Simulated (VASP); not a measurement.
# W (Immm) in VASP: further runs, part 2 of 2

VASP 6.6.1.

### 3 Single point, PBEsol (strain +0.0375 x Voigt [0, 0, 0, 1, 0, 0])

INCAR

```
ALGO     = Fast           # electronic algorithm
EDIFF    = 1E-6           # SCF threshold, eV
ENCUT    = 520            # plane-wave cutoff, eV
GGA      = PS             # functional
ISIF     = 2              # what is computed and relaxed
ISMEAR   = 0              # smearing method
LASPH    = True           # aspherical terms in the spheres
LCHARG   = False          # write CHGCAR
LREAL    = False          # projectors in reciprocal space
LWAVE    = False          # write WAVECAR
NBANDS   = 13             # bands
NELM     = 100            # most SCF steps
PREC     = Accurate       # precision mode
SIGMA    = 0.15           # smearing width, eV
```

KPOINTS

```
k-points
0
Gamma
  20 20 20
```

POSCAR

```
W
1.0
    0.0000000000      2.0680625000      2.0680625000
    2.0300000000      0.0380625000      2.0300000000
    2.0300000000      2.0300000000      0.0380625000
W
1
Direct
    0.0000000000      0.0000000000      0.0000000000
```

Potentials or basis: VASP PAW PBE potentials, release 64 (W_sv).

Launch:

```
$ cat potpaw_PBE.64/W_sv/POTCAR > POTCAR
$ mpirun -np 1 vasp_std > vasp.out
```

OUTCAR:

```text
EDIFF = 1E-6
   ENCUT = 520
   GGA = PS
   ISIF = 2
   ISMEAR = 0
   LASPH = True
   LREAL = False
   NELM = 100
   PREC = Accurate

 ion  position               nearest neighbor table
   1  0.000  0.000  0.000-

  LATTYP: Found a body centered orthorhombic cell.
 ALAT       =     2.8170250279
 B/A-ratio  =     1.0382165605
 C/A-ratio  =     1.4412367515

  Lattice vectors:

 A1 = (  -2.0300000000,   2.0300000000,   0.0380625000)
 A2 = (  -2.0300000000,  -2.0300000000,  -0.0380625000)
 A3 = (   2.0300000000,   0.0380625000,   2.0300000000)

Analysis of symmetry for initial positions (statically):
=====================================================================
 Subroutine PRICEL returns:
 Original cell was already a primitive cell.

 Routine SETGRP: Setting up the symmetry group for a
 body centered orthorhombic supercell.

 Subroutine GETGRP returns: Found  8 space group operations
 (whereof  8 operations were pure point group operations)
 out of a pool of  8 trial point group operations.

The static configuration has the point symmetry D_2h.

Analysis of symmetry for dynamics (positions and initial velocities):
=====================================================================
 Subroutine PRICEL returns:
 Original cell was already a primitive cell.

 Routine SETGRP: Setting up the symmetry group for a
 body centered orthorhombic supercell.

 Subroutine GETGRP returns: Found  8 space group operations
 (whereof  8 operations were pure point group operations)
 out of a pool of  8 trial point group operations.

The dynamic configuration has the point symmetry D_2h.

 Subroutine INISYM returns: Found  8 space group operations
 (whereof  8 operations are pure point group operations),
 and found     1 'primitive' translations

----------------------------------------------------------------------------------------

                                     Primitive cell

  volume of cell :      16.7250

  direct lattice vectors                    reciprocal lattice vectors
     0.000000000  2.068062500  2.068062500    -0.246305419  0.241772190  0.241772190
     2.030000000  0.038062500  2.030000000     0.246305419 -0.251011892  0.251011892
     2.030000000  2.030000000  0.038062500     0.246305419  0.251011892 -0.251011892

  length of vectors
     2.924682035  2.871105842  2.871105842     0.421395234  0.432065156  0.432065156

  position of ions in fractional coordinates (direct lattice)
     0.000000000  0.000000000  0.000000000

  ion indices of the primitive-cell ions
   primitive index   ion index
                 1           1

----------------------------------------------------------------------------------------

 KPOINTS: k-points

Automatic generation of k-mesh.
 Grid dimensions read from file:
 generate k-points for:   20   20   20

 Generating k-lattice:

  Cartesian coordinates                     Fractional coordinates (reciprocal lattice)
    -0.012315271  0.012088610  0.012088610     0.050000000  0.000000000  0.000000000
     0.012315271 -0.012550595  0.012550595     0.000000000  0.050000000  0.000000000
     0.012315271  0.012550595 -0.012550595     0.000000000  0.000000000  0.050000000

  Length of vectors
     0.021069762  0.021603258  0.021603258

  Shift w.r.t. Gamma in fractional coordinates (k-lattice)
     0.000000000  0.000000000  0.000000000

 Subroutine IBZKPT returns following result:
 ===========================================

 Found   1166 irreducible k-points:

 Following reciprocal coordinates:
            Coordinates               Weight
  0.000000  0.000000  0.000000      1.000000
  0.050000 -0.000000 -0.000000      4.000000
  0.100000  0.000000  0.000000      4.000000
  0.150000 -0.000000 -0.000000      4.000000
  0.200000  0.000000  0.000000      4.000000
  0.250000 -0.000000 -0.000000      4.000000
[... 16 lines left out ...]
 -0.450000  0.050000  0.000000      8.000000
 -0.400000  0.050000 -0.000000      8.000000
 [... further k-points ...]
   k-points           NKPTS =   1166   k-points in BZ     NKDIM =   1166   number of bands    NBANDS=     13
   number of dos      NEDOS =    301   number of ions     NIONS =      1
   total plane-waves  NPLWV =  13824
   dimension x,y,z NGX =    24 NGY =   24 NGZ =   24
   dimension x,y,z NGXF=    48 NGYF=   48 NGZF=   48
   ions per type =               1
   NGX,Y,Z   is equivalent  to a cutoff of  13.64, 13.90, 13.90 a.u.
   NGXF,Y,Z  is equivalent  to a cutoff of  27.28, 27.79, 27.79 a.u.
 SYSTEM =  unknown system
   PREC   = accura    normal or accurate (medium, high low for compatibility)
   ISTART =      0    job   : 0-new  1-cont  2-samecut
   ICHARG =      2    charge: 1-file 2-atom 10-const
   ISPIN  =      1    spin polarized calculation?
   LNONCOLLINEAR =      F non collinear calculations
   LSORBIT =      F    spin-orbit coupling
   LASPH  =      T    aspherical Exc in radial PAW
   ENCUT  =  520.0 eV  38.22 Ry    6.18 a.u.   5.44  5.34  5.34*2*pi/ulx,y,z
   NELM   =    100;   NELMIN=  2; NELMDL= -5     # of ELM steps
   EDIFF  = 0.1E-05   stopping-criterion for ELM
   LREAL  =      F    real-space projection
   EDIFFG = 0.1E-04   stopping-criterion for IOM
   NSW    =      0    number of steps for IOM
   IBRION =     -1    ionic relax: 0-MD 1-quasi-New 2-CG
   NFREE  =      0    steps in history (QN), initial steepest desc. (CG)
   ISIF   =      2    stress and relaxation
   ISYM   =      2    0-nonsym 1-usesym 2-fastsym
   POTIM  = 0.5000    time-step for ionic-motion
   TEBEG  =    0.0;   TEEND  =   0.0 temperature during run
   PSTRESS=    0.0 pullay stress
   NELECT =      14.0000    total number of electrons
   NUPDOWN=      -1.0000    fix difference up-down
   EMIN   =  10.00;   EMAX   =-10.00  energy-range for DOS
   EFERMI =   0.00;   METHOD = LEGACY
   ISMEAR =     0;   SIGMA  =   0.15  broadening in eV -4-tet -1-fermi 0-gaus
   EFERMI_NEDOS =   21; number of points for ismear=-14 and -15
   IALGO  =     68    algorithm
   IMIX   =      4    mixing-type and parameters
     AMIX     =   0.40;   BMIX     =  1.00
     AMIX_MAG =   1.60;   BMIX_MAG =  1.00
  volume/ion in A,a.u.               =      16.72       112.87
  Fermi-wavevector in a.u.,A,eV,Ry     =   1.542869  2.915600 32.387916  2.380445
  Thomas-Fermi vector in A             =   2.648612
   LORBIT       =      0    0 simple, 1 ext, 2 COOP (PROOUT), +10 PAW based schemes
   GGA     = PS    functional components
   LHFCALC =     F    Hartree Fock is set to
   AEXX    =    0.0000 exact exchange contribution
   IVDW    =     0    specifies the selected vdW correction
   LEPSILON=     F    determine dielectric tensor
   LRPA    =     F    only Hartree local field effects (RPA)
 non-spin polarized calculation
 RMM-DIIS sequential band-by-band and
 Gauss-broadening in eV      SIGMA  =   0.15
  energy-cutoff  :      520.00
  volume of cell :       16.72
 maximum number of plane-waves:       469
 NGX is ok and might be reduce to    24
   NGX = 11   NGY = 11   NGZ = 11

 number of electron      13.9999999 magnetization

 Free energy of the ion-electron system (eV)
  ---------------------------------------------------
  ext. energy  EPLUGINS =         0.00000000
  ---------------------------------------------------
  free energy    TOTEN  =       -13.29693749 eV

  energy without entropy =      -13.28354706  energy(sigma->0) =      -13.29024228

 E-fermi :  10.0892     XC(G=0): -13.4505

 val. band max:       10.0887171574   @ k =  -0.3500   0.4500   0.1000
 cond. band min:      10.0902493545   @ k =  -0.0500  -0.3000   0.1000
 fundamental gap:      0.0015321971
 Fermi energy:        10.0892292681

 k-point     1 :       0.0000    0.0000    0.0000
  band No.  band energies     occupation
      1     -63.6149      2.00000
      2     -27.3083      2.00000
      3     -27.2662      2.00000
      4     -27.2104      2.00000
      5       1.1566      2.00000
      6       9.1950      2.00000
      7       9.4833      2.00000
      8       9.8587      1.97027
      9      12.5699      0.00000
     10      12.5699      0.00000
     11      22.8582      0.00000
     12      27.4860      0.00000
     13      27.9664      0.00000
[... 353 lines left out ...]
 k-point    24 :      -0.4000    0.0500   -0.0000
  band No.  band energies     occupation
      1     -63.5289      2.00000
      2     -28.2594      2.00000
      3     -27.3985      2.00000
      4     -27.3623      2.00000
      5       4.5633      2.00000
      6       9.2259      2.00000
      7       9.5710      2.00000
      8       9.8138      1.99060
      9      14.1243      0.00000
     10      15.0407      0.00000
     11      20.5046      0.00000
     12      23.4456      0.00000
     13      29.0420      0.00000

 [... further k-points ...]
[... 5 lines left out ...]
  --------------------------------------------------------------------------------------
  -------------------------------------------------------------------------------------
  Total       -1.1780927     -1.2732347     -1.2732347      0.0000000      0.4188777      0.0000000
  in kB     -112.8559946   -121.9701717   -121.9701717      0.0000000     40.1266101      0.0000000
  external PRESSURE =    -118.9321127 kB  Pullay stress =       0.0000000 kB

 VOLUME and BASIS-vectors are now :
 -----------------------------------------------------------------------------
  energy-cutoff  :      520.00
  volume of cell :       16.72
      direct lattice vectors                 reciprocal lattice vectors
     0.000000000  2.068062500  2.068062500    -0.246305419  0.241772190  0.241772190
     2.030000000  0.038062500  2.030000000     0.246305419 -0.251011892  0.251011892
     2.030000000  2.030000000  0.038062500     0.246305419  0.251011892 -0.251011892

 POSITION                                       TOTAL-FORCE (eV/Angst)
 -----------------------------------------------------------------------------------
      0.00000      0.00000      0.00000         0.000000      0.000000      0.000000
 -----------------------------------------------------------------------------------
    total drift:                               -0.000000      0.000000     -0.000000

  FREE ENERGIE OF THE ION-ELECTRON SYSTEM (eV)
  ---------------------------------------------------
  free  energy   TOTEN  =       -13.2969374946 eV

  energy  without entropy=      -13.2835470627  energy(sigma->0) =      -13.29024228
```

It took 3.6 min on 1 thread of AMD EPYC 7R13 (Zen 3), shared host; peak memory 0.31 GiB.

What came out:

- Free energy: -13.2969 eV
- Pressure: -11.9 GPa
- Band gap on the k mesh: zero (band 7 reaches 13.03 eV, above the bottom of band 8 at 9.46 eV)

Stress tensor (GPa, compression positive):
```
-11.29   0.00   0.00
  0.00 -12.20   4.01
  0.00   4.01 -12.20
```

Caveat: the cell differs from its parent crystal (strain +0.0375 x Voigt [0, 0, 0, 1, 0, 0]); the PAW data sets were made with another functional, which shifts forces and pressure a little; spin-orbit coupling is left out, which moves the levels of the heavy elements.

### 4 Single point, PBEsol (strain +0.0225 x Voigt [0, 0, 0, 1, 0, 0])

INCAR

```
PREC     = Accurate       # precision mode
ENCUT    = 520            # plane-wave cutoff, eV
EDIFF    = 1E-6           # SCF threshold, eV
ISMEAR   = 0              # smearing method
SIGMA    = 0.15           # smearing width, eV
LREAL    = F              # projectors in reciprocal space
LASPH    = T              # aspherical terms in the spheres
NELM     = 100            # most SCF steps
ALGO     = Fast           # electronic algorithm
ISIF     = 2              # what is computed and relaxed
LWAVE    = F              # write WAVECAR
LCHARG   = F              # write CHGCAR
GGA      = PS             # functional
NBANDS   = 13             # bands
```

KPOINTS

```
Automatic mesh
0
Gamma
  20 20 20
```

POSCAR

```
W
1.0
    0.0000000000      2.0528375000      2.0528375000
    2.0300000000      0.0228375000      2.0300000000
    2.0300000000      2.0300000000      0.0228375000
W
1
Direct
    0.0000000000      0.0000000000      0.0000000000
```

Launch:

```
$ cat potpaw_PBE.64/W_sv/POTCAR > POTCAR
$ mpirun -np 1 vasp_std > vasp.out
```

It took 4.5 min on 1 thread of AMD EPYC 7R13 (Zen 3), shared host; peak memory 0.31 GiB.

Results (log left out):

```yaml
Free_energy: -13.2911 eV
Pressure: -12.1 GPa
Band_gap_on_the_k_mesh: zero (band 7 reaches 13.02 eV, above the bottom of band 8 at 9.58 eV)
```

Stress tensor (GPa, compression positive):
```
-11.78   0.00   0.00
  0.00 -12.21   2.97
  0.00   2.97 -12.21
```

Levels at points of the mesh, in eV from the Fermi level:
```
           k point  band 5  band 6  band 7  band 8  band 9  band 10
(0.00, 0.00, 0.00)   -8.91   -0.75   -0.56   -0.35    2.49     2.49
(0.50, 0.00, 0.00)   -5.54   -0.88   -0.57    0.47    4.73     4.98
(0.00, 0.50, 0.00)   -5.50   -0.96   -0.66    0.70    4.83     5.06
(0.50, 0.50, 0.00)   -5.38   -4.41    2.95    4.83    5.61     5.64
(0.00, 0.50, 0.50)   -5.38   -4.41    2.95    4.86    5.62     5.62
```

Caveat: the cell differs from its parent crystal (strain +0.0225 x Voigt [0, 0, 0, 1, 0, 0]); the PAW data sets were made with another functional, which shifts forces and pressure a little; spin-orbit coupling is left out, which moves the levels of the heavy elements.

### 5 Overview

| cell | further INCAR settings | gap on the mesh (eV) | pressure (GPa) |
| --- | --- | --- | --- |
| a = 2.946, b = 2.871, c = 2.871 Å, angles 58.3, 59.1, 59.1°, 1 atom | ALGO = Fast; EDIFF = 1e-07; NBANDS = 13 | none | -11.6 |
| a = 2.925, b = 2.871, c = 2.871 Å, angles 58.8, 59.4, 59.4°, 1 atom | ALGO = Fast; EDIFF = 1e-06; NBANDS = 13 | none | -11.9 |
| a = 2.903, b = 2.871, c = 2.871 Å, angles 59.3, 59.6, 59.6°, 1 atom | ALGO = Fast; EDIFF = 1e-06; NBANDS = 13 | none | -12.1 |

Alike in all rows: task single point; level PBEsol; potentials or basis VASP PAW PBE potentials, release 64 (W_sv); no spin polarisation; k mesh 20 × 20 × 20; cutoff (eV) 520; smearing gaussian 0.15 eV.

Caveats: the PAW data sets were made with another functional, which shifts forces and pressure a little; spin-orbit coupling is left out, which moves the levels of the heavy elements.

Total energies depend on the potentials used, so only differences within one code and one set of settings carry meaning.
